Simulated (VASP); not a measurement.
Here is a VASP 6.6.1 calculation.

File POSCAR:

```
SiMo3
1.0
    4.8890000000      0.0000000000      0.0000000000
    0.0000000000      4.8890000000      0.0000000000
    0.0000000000      0.0000000000      4.8890000000
Si Mo
2 6
Direct
    0.0000000000      0.0000000000      0.0000000000
    0.5000000000      0.5000000000      0.5000000000
    0.2500000000      0.0000000000      0.5000000000
    0.5000000000      0.7500000000      0.0000000000
    0.7500000000      0.0000000000      0.5000000000
    0.5000000000      0.2500000000      0.0000000000
    0.0000000000      0.5000000000      0.7500000000
    0.0000000000      0.5000000000      0.2500000000
```

Contents of INCAR.step1:

```
PREC = Accurate
ENCUT = 520
ISMEAR = 0
SIGMA = 0.05
LREAL = False
LASPH = True
NELM = 100
NBANDS = 56
GGA = PE
ALGO = Normal
EDIFF = 1E-4
LWAVE = True
LCHARG = False
```

Contents of INCAR.step2:

```
PREC = Accurate
ENCUT = 520
EDIFF = 1E-6
ISMEAR = 0
SIGMA = 0.05
LREAL = False
LASPH = True
NELM = 100
ALGO = Normal
ISIF = 2
LWAVE = False
LCHARG = False
METAGGA = R2SCAN
LMIXTAU = True
NBANDS = 56
ISTART = 1
```

Contents of KPOINTS:

```
Automatic mesh
0
Gamma
  8 8 8
```

Potentials or basis: VASP PAW PBE potentials, release 64 (Si, Mo_sv).

Launch:

```console
$ cat potpaw_PBE.64/Si/POTCAR potpaw_PBE.64/Mo_sv/POTCAR > POTCAR
$ cp INCAR.step1 INCAR
$ mpirun -np 1 vasp_std > vasp.out
$ cp INCAR.step2 INCAR
$ mpirun -np 1 vasp_std > vasp.out
```

(1) Estimate the band gap on the k mesh.

(2) What does it give for the pressure?

## Answers

(1) zero (bands 46 and 47 overlap by 2.67 eV).

(2) 0.3 GPa.

Caveat: the PAW data sets were made with another functional, which shifts forces and pressure a little.
